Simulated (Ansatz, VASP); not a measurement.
## Pt in VASP and in Ansatz

The input INCAR:

```
SYSTEM = Pt
PREC = Accurate
ENCUT = 520
EDIFF = 1E-6
ISMEAR = 0
SIGMA = 0.15
LREAL = .False.
LASPH = .True.
NELM = 80
ALGO = Fast
ISIF = 2
LWAVE = .False.
LCHARG = .False.
NBANDS = 11
```

The input KPOINTS:

```
regular mesh
0
Gamma
  22 22 22
  0 0 0
```

File POSCAR:

```
Pt
1.0
    0.0000000000      1.9806107942      2.1067757017
    1.9806107942      0.0000000000      2.1067757017
    1.9806107942      1.9806107942      0.0000000000
Pt
1
Direct
    0.0000000000      0.0000000000      0.0000000000
```

Input for Ansatz:

```yaml
crystal:
  lattice:
    - [0.0, 1.9806107942, 2.1067757017]
    - [1.9806107942, 0.0, 2.1067757017]
    - [1.9806107942, 1.9806107942, 0.0]
  atoms:
    - { symbol: Pt, position: [0.0, 0.0, 0.0] }
basis:
  ecutwfc: 420
kpoints:
  mp_grid: { grid: [22, 22, 22] }
hamiltonian:
  xc: lda
scf:
  occupations: { method: gaussian, width: 0.15 }
output:
  forces: true
  stress: true
  eigenvalues: true
```

Alike in both runs: task single point; functional LDA; k mesh 22 × 22 × 22; occupations gaussian, width 0.15 eV; no spin polarisation.

```csv
,VASP,Ansatz
version,VASP 6.6.1,Ansatz 0.2.0
potentials or method,"VASP PAW LDA potentials, release 64 (Pt), cutoff 520 eV","scalar-relativistic, plane waves, PAW"
valence electrons in the cell,10,18
```

```tsv
	VASP	Ansatz	Ansatz less VASP
gap on the k mesh at the Fermi level (eV)	none	none	-
pressure (GPa)	-24.7	-25.2	-0.47
traceless stress, the component that is largest in VASP (GPa)	-3.30	-3.29	+0.013
```

LDA's correlation is that of Perdew and Zunger in VASP and of Perdew and Wang (1992) in Ansatz. A gap of «none» marks a metal or a gap that the smearing closes. VASP's potentials hold 10 valence electrons a cell and Ansatz's 18, so a difference there can come from the potentials and not from the codes.

Neither program's run includes spin-orbit coupling.
